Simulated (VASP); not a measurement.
# La (P6_3/mmc) in VASP: a series of runs

La is run at these levels: LDA, PBEsol; tasks: single point.

Everything below comes from runs of VASP 6.6.1. Logs are shortened: lines on timing, memory, paths and dates and some standing lists are left out, and cuts for length are marked.

## Step 1: The cell of the first run

The structure is hexagonal, space group P6_3/mmc (No. 194). The conventional cell has a = 3.699 Å, b = 3.699 Å, c = 5.988 Å, α = 90.00°, β = 90.00°, γ = 120.00°. Within 4.8 Å of La (site symmetry -6m2) lie 12 La at 3.68 to 3.70 Å.

## Step 2: Single point, LDA (35.48 Å³/atom)

Input file INCAR:

```
SYSTEM = La
  ALGO = Normal
  EDIFF = 1E-7
  ENCUT = 520
  ISIF = 2
  ISMEAR = -1
  LASPH = .TRUE.
  LCHARG = .FALSE.
  LREAL = .FALSE.
  LWAVE = .FALSE.
  NBANDS = 18
  NELM = 100
  PREC = Accurate
  SIGMA = 0.05
```

Input file KPOINTS:

```
k-points
0
G
  11 11 6
  0 0 0
```

Input file POSCAR:

```
La
1.0
    3.6993201345      0.0000000000      0.0000000000
   -1.8496600672      3.2037052131      0.0000000000
    0.0000000000      0.0000000000      5.9879629165
La
2
Direct
    0.3333333333      0.6666666667      0.2500000000
    0.6666666667      0.3333333333      0.7500000000
```

Potentials or basis: VASP PAW LDA potentials, release 64 (La).

Command:

```
> cat potpaw_LDA.64/La/POTCAR > POTCAR
> mpirun -np 1 vasp_std > vasp.out
```

OUTCAR:

```text
SYSTEM = La
   EDIFF = 1E-7
   ENCUT = 520
   ISIF = 2
   ISMEAR = -1
   LASPH = .TRUE.
   LREAL = .FALSE.
   NELM = 100
   PREC = Accurate

 ion  position               nearest neighbor table
   1  0.333  0.667  0.250-   2 3.68   2 3.68   2 3.68   2 3.68   2 3.68   2 3.68
   2  0.667  0.333  0.750-   1 3.68   1 3.68   1 3.68   1 3.68   1 3.68   1 3.68

  LATTYP: Found a hexagonal cell.
 ALAT       =     3.6993201345
 C/A-ratio  =     1.6186657815

  Lattice vectors:

 A1 = (   3.6993201345,   0.0000000000,   0.0000000000)
 A2 = (  -1.8496600672,   3.2037052131,   0.0000000000)
 A3 = (   0.0000000000,   0.0000000000,   5.9879629165)

Analysis of symmetry for initial positions (statically):
=====================================================================
 Subroutine PRICEL returns:
 Original cell was already a primitive cell.

 Routine SETGRP: Setting up the symmetry group for a
 hexagonal supercell.

 Subroutine GETGRP returns: Found 24 space group operations
 (whereof 12 operations were pure point group operations)
 out of a pool of 24 trial point group operations.

The static configuration has the point symmetry D_3d.
 The point group associated with its full space group is D_6h.

Analysis of symmetry for dynamics (positions and initial velocities):
=====================================================================
 Subroutine PRICEL returns:
 Original cell was already a primitive cell.

 Routine SETGRP: Setting up the symmetry group for a
 hexagonal supercell.

 Subroutine GETGRP returns: Found 24 space group operations
 (whereof 12 operations were pure point group operations)
 out of a pool of 24 trial point group operations.

The dynamic configuration has the point symmetry D_3d.
 The point group associated with its full space group is D_6h.

 Subroutine INISYM returns: Found 24 space group operations
 (whereof 12 operations are pure point group operations),
 and found     1 'primitive' translations

----------------------------------------------------------------------------------------

                                     Primitive cell

  volume of cell :      70.9665

  direct lattice vectors                    reciprocal lattice vectors
     3.699320135  0.000000000  0.000000000     0.270319941  0.156069291  0.000000000
    -1.849660067  3.203705213  0.000000000     0.000000000  0.312138581  0.000000000
     0.000000000  0.000000000  5.987962916     0.000000000  0.000000000  0.167001702

  length of vectors
     3.699320135  3.699320134  5.987962916     0.312138581  0.312138581  0.167001702

  position of ions in fractional coordinates (direct lattice)
     0.333333333  0.666666667  0.250000000
     0.666666667  0.333333333  0.750000000

  ion indices of the primitive-cell ions
   primitive index   ion index
                 1           1
                 2           2

----------------------------------------------------------------------------------------

 KPOINTS: k-points

Automatic generation of k-mesh.
 Grid dimensions read from file:
 generate k-points for:   11   11    6

 Generating k-lattice:

  Cartesian coordinates                     Fractional coordinates (reciprocal lattice)
     0.024574540  0.014188117  0.000000000     0.090909091 -0.000000000  0.000000000
     0.000000000  0.028376235  0.000000000     0.000000000  0.090909091  0.000000000
     0.000000000  0.000000000  0.027833617     0.000000000  0.000000000  0.166666667

  Length of vectors
     0.028376235  0.028376235  0.027833617

  Shift w.r.t. Gamma in fractional coordinates (k-lattice)
     0.000000000  0.000000000  0.000000000

 Subroutine IBZKPT returns following result:
 ===========================================

 Found     64 irreducible k-points:

 Following reciprocal coordinates:
            Coordinates               Weight
  0.000000  0.000000  0.000000      1.000000
  0.090909  0.000000  0.000000      6.000000
  0.181818  0.000000  0.000000      6.000000
  0.272727  0.000000  0.000000      6.000000
  0.363636  0.000000  0.000000      6.000000
  0.454545  0.000000  0.000000      6.000000
[... 16 lines left out ...]
  0.090909  0.090909  0.166667     12.000000
  0.181818  0.090909  0.166667     24.000000
 [... further k-points ...]
   k-points           NKPTS =     64   k-points in BZ     NKDIM =     64   number of bands    NBANDS=     18
   number of dos      NEDOS =    301   number of ions     NIONS =      2
   total plane-waves  NPLWV =  37632
   dimension x,y,z NGX =    28 NGY =   28 NGZ =   48
   dimension x,y,z NGXF=    56 NGYF=   56 NGZF=   96
   ions per type =               2
   NGX,Y,Z   is equivalent  to a cutoff of  12.58, 12.58, 13.33 a.u.
   NGXF,Y,Z  is equivalent  to a cutoff of  25.17, 25.17, 26.65 a.u.
 SYSTEM =  La
   PREC   = accura    normal or accurate (medium, high low for compatibility)
   ISTART =      0    job   : 0-new  1-cont  2-samecut
   ICHARG =      2    charge: 1-file 2-atom 10-const
   ISPIN  =      1    spin polarized calculation?
   LNONCOLLINEAR =      F non collinear calculations
   LSORBIT =      F    spin-orbit coupling
   LASPH  =      T    aspherical Exc in radial PAW
   ENCUT  =  520.0 eV  38.22 Ry    6.18 a.u.   6.88  6.88 11.13*2*pi/ulx,y,z
   NELM   =    100;   NELMIN=  2; NELMDL= -5     # of ELM steps
   EDIFF  = 0.1E-06   stopping-criterion for ELM
   LREAL  =      F    real-space projection
   EDIFFG = 0.1E-05   stopping-criterion for IOM
   NSW    =      0    number of steps for IOM
   IBRION =     -1    ionic relax: 0-MD 1-quasi-New 2-CG
   NFREE  =      0    steps in history (QN), initial steepest desc. (CG)
   ISIF   =      2    stress and relaxation
   ISYM   =      2    0-nonsym 1-usesym 2-fastsym
   POTIM  = 0.5000    time-step for ionic-motion
   TEBEG  =    0.0;   TEEND  =   0.0 temperature during run
   PSTRESS=    0.0 pullay stress
   NELECT =      22.0000    total number of electrons
   NUPDOWN=      -1.0000    fix difference up-down
   EMIN   =  10.00;   EMAX   =-10.00  energy-range for DOS
   EFERMI =   0.00;   METHOD = LEGACY
   ISMEAR =    -1;   SIGMA  =   0.05  broadening in eV -4-tet -1-fermi 0-gaus
   EFERMI_NEDOS =   21; number of points for ismear=-14 and -15
   IALGO  =     38    algorithm
   IMIX   =      4    mixing-type and parameters
     AMIX     =   0.40;   BMIX     =  1.00
     AMIX_MAG =   1.60;   BMIX_MAG =  1.00
  volume/ion in A,a.u.               =      35.48       239.45
  Fermi-wavevector in a.u.,A,eV,Ry     =   1.107978  2.093775 16.702724  1.227616
  Thomas-Fermi vector in A             =   2.244499
   LORBIT       =      0    0 simple, 1 ext, 2 COOP (PROOUT), +10 PAW based schemes
   GGA     = CA    functional components
   LHFCALC =     F    Hartree Fock is set to
   AEXX    =    0.0000 exact exchange contribution
   IVDW    =     0    specifies the selected vdW correction
   LEPSILON=     F    determine dielectric tensor
   LRPA    =     F    only Hartree local field effects (RPA)
 non-spin polarized calculation
  energy-cutoff  :      520.00
  volume of cell :       70.97
 maximum number of plane-waves:      1927
 NGX is ok and might be reduce to    28
   NGX = 13   NGY = 13   NGZ = 23

 number of electron      22.0000000 magnetization

 Free energy of the ion-electron system (eV)
  ---------------------------------------------------
  ext. energy  EPLUGINS =         0.00000000
  ---------------------------------------------------
  free energy    TOTEN  =       -11.05627709 eV

  energy without entropy =      -11.02351004  energy(sigma->0) =      -11.03989356

 E-fermi :   8.0927     XC(G=0):  -9.9500

 val. band max:        8.0897318779   @ k =   0.4545   0.0909   0.3333
 cond. band min:       8.0939524902   @ k =   0.3636   0.2727   0.0000
 fundamental gap:      0.0042206123
 Fermi energy:         8.0927239348

 k-point     1 :       0.0000    0.0000    0.0000
  band No.  band energies     occupation
      1     -24.5941      2.00000
      2     -24.3484      2.00000
      3      -9.0866      2.00000
      4      -7.7025      2.00000
      5      -7.7025      2.00000
      6      -7.4890      2.00000
[... 10 lines left out ...]
     17       9.7606      0.00000
     18       9.8049      0.00000

 k-point     2 :       0.0909    0.0000    0.0000
  band No.  band energies     occupation
      1     -24.5780      2.00000
      2     -24.3407      2.00000
      3      -9.0470      2.00000
      4      -7.8084      2.00000
      5      -7.7355      2.00000
      6      -7.5973      2.00000
[... 10 lines left out ...]
     17       9.7171      0.00000
     18       9.7666      0.00000

 k-point     3 :       0.1818    0.0000    0.0000
  band No.  band energies     occupation
      1     -24.5338      2.00000
      2     -24.3210      2.00000
      3      -8.9339      2.00000
      4      -8.0855      2.00000
      5      -7.8717      2.00000
      6      -7.8187      2.00000
[... 10 lines left out ...]
     17       9.7826      0.00000
     18       9.8013      0.00000

 k-point     4 :       0.2727    0.0000    0.0000
  band No.  band energies     occupation
      1     -24.4721      2.00000
      2     -24.2978      2.00000
      3      -8.7641      2.00000
      4      -8.4335      2.00000
      5      -8.2019      2.00000
      6      -7.9202      2.00000
[... 10 lines left out ...]
     17       9.8478      0.00000
     18       9.9226      0.00000

 k-point     5 :       0.3636    0.0000    0.0000
  band No.  band energies     occupation
      1     -24.4092      2.00000
      2     -24.2816      2.00000
      3      -8.7387      2.00000
      4      -8.5690      2.00000
      5      -8.4835      2.00000
      6      -8.0081      2.00000
[... 10 lines left out ...]
     17       9.7973      0.00000
     18       9.9011      0.00000

 k-point     6 :       0.4545    0.0000    0.0000
  band No.  band energies     occupation
      1     -24.3654      2.00000
      2     -24.2779      2.00000
      3      -8.9137      2.00000
      4      -8.6430      2.00000
      5      -8.4112      2.00000
      6      -8.0585      2.00000
[... 10 lines left out ...]
     17       9.8716      0.00000
     18       9.9143      0.00000

 k-point     7 :       0.0909    0.0909    0.0000
  band No.  band energies     occupation
      1     -24.5479      2.00000
      2     -24.3270      2.00000
      3      -8.9706      2.00000
      4      -7.9751      2.00000
      5      -7.8729      2.00000
      6      -7.7165      2.00000
[... 10 lines left out ...]
     17       9.7795      0.00000
     18       9.8232      0.00000

 k-point     8 :       0.1818    0.0909    0.0000
  band No.  band energies     occupation
      1     -24.4948      2.00000
      2     -24.3056      2.00000
      3      -8.8286      2.00000
      4      -8.2633      2.00000
      5      -8.1321      2.00000
      6      -7.8538      2.00000
[... 10 lines left out ...]
     17       9.7765      0.00000
     18       9.9280      0.00000
[... 229 lines left out ...]
     17       9.8017      0.00000
     18       9.8293      0.00000

 k-point    20 :       0.2727    0.0000    0.1667
  band No.  band energies     occupation
      1     -24.4607      2.00000
      2     -24.3097      2.00000
      3      -8.7664      2.00000
      4      -8.3670      2.00000
      5      -8.2452      2.00000
      6      -7.8994      2.00000
[... 10 lines left out ...]
     17       9.7594      0.00000
     18       9.8456      0.00000

 k-point    21 :       0.3636    0.0000    0.1667
  band No.  band energies     occupation
      1     -24.4007      2.00000
      2     -24.2903      2.00000
      3      -8.8322      2.00000
      4      -8.5784      2.00000
      5      -8.3752      2.00000
      6      -7.9851      2.00000
[... 10 lines left out ...]
     17       9.8079      0.00000
     18       9.8767      0.00000

 k-point    22 :       0.4545    0.0000    0.1667
  band No.  band energies     occupation
      1     -24.3595      2.00000
      2     -24.2838      2.00000
      3      -8.9671      2.00000
      4      -8.7216      2.00000
      5      -8.2918      2.00000
      6      -8.0344      2.00000
[... 10 lines left out ...]
     17       9.8765      0.00000
     18       9.9051      0.00000

 k-point    23 :       0.0909    0.0909    0.1667
  band No.  band energies     occupation
      1     -24.5335      2.00000
      2     -24.3423      2.00000
      3      -8.8944      2.00000
      4      -7.9487      2.00000
      5      -7.9002      2.00000
      6      -7.7519      2.00000
[... 10 lines left out ...]
     17       9.7861      0.00000
     18       9.8501      0.00000

 k-point    24 :       0.1818    0.0909    0.1667
  band No.  band energies     occupation
      1     -24.4824      2.00000
      2     -24.3186      2.00000
      3      -8.7923      2.00000
      4      -8.2306      2.00000
      5      -8.1546      2.00000
      6      -7.8653      2.00000
[... 10 lines left out ...]
     17       9.7994      0.00000
     18       9.8241      0.00000

 [... further k-points ...]

------------------------ aborting loop because EDIFF is reached ----------------------------------------

  FORCE on cell =-STRESS in cart. coord.  units (eV):
  Direction    XX          YY          ZZ          XY          YZ          ZX
  --------------------------------------------------------------------------------------
  -------------------------------------------------------------------------------------
  Total       -0.9760191     -0.9760191     -0.9726765     -0.0000000     -0.0000000     -0.0000000
  in kB      -22.0351155    -22.0351155    -21.9596520     -0.0000000     -0.0000000     -0.0000000
  external PRESSURE =     -22.0099610 kB  Pullay stress =       0.0000000 kB

 VOLUME and BASIS-vectors are now :
 -----------------------------------------------------------------------------
  energy-cutoff  :      520.00
  volume of cell :       70.97
      direct lattice vectors                 reciprocal lattice vectors
     3.699320135  0.000000000  0.000000000     0.270319941  0.156069291  0.000000000
    -1.849660067  3.203705213  0.000000000     0.000000000  0.312138581  0.000000000
     0.000000000  0.000000000  5.987962916     0.000000000  0.000000000  0.167001702

 POSITION                                       TOTAL-FORCE (eV/Angst)
 -----------------------------------------------------------------------------------
     -0.00000      2.13580      1.49699         0.000000      0.000000      0.000000
      1.84966      1.06790      4.49097        -0.000000     -0.000000      0.000000
 -----------------------------------------------------------------------------------
    total drift:                               -0.000000      0.000000     -0.000000

  FREE ENERGIE OF THE ION-ELECTRON SYSTEM (eV)
  ---------------------------------------------------
  free  energy   TOTEN  =       -11.0562770889 eV

  energy  without entropy=      -11.0235100388  energy(sigma->0) =      -11.03989356
```

Wall time 53 s (1 thread of Intel Xeon Platinum 8559C (Emerald Rapids), shared host); peak memory 0.21 GiB.

What came out:

| Quantity | Value |
| --- | --- |
| Free energy | -11.0563 eV |
| Pressure | -2.2 GPa |
| Band gap on the k mesh | zero (bands 11 and 12 overlap by 1.45 eV) |

Caveat: spin-orbit coupling is left out, which moves the levels of the heavy elements.

(Continued in part 2 of 2.)
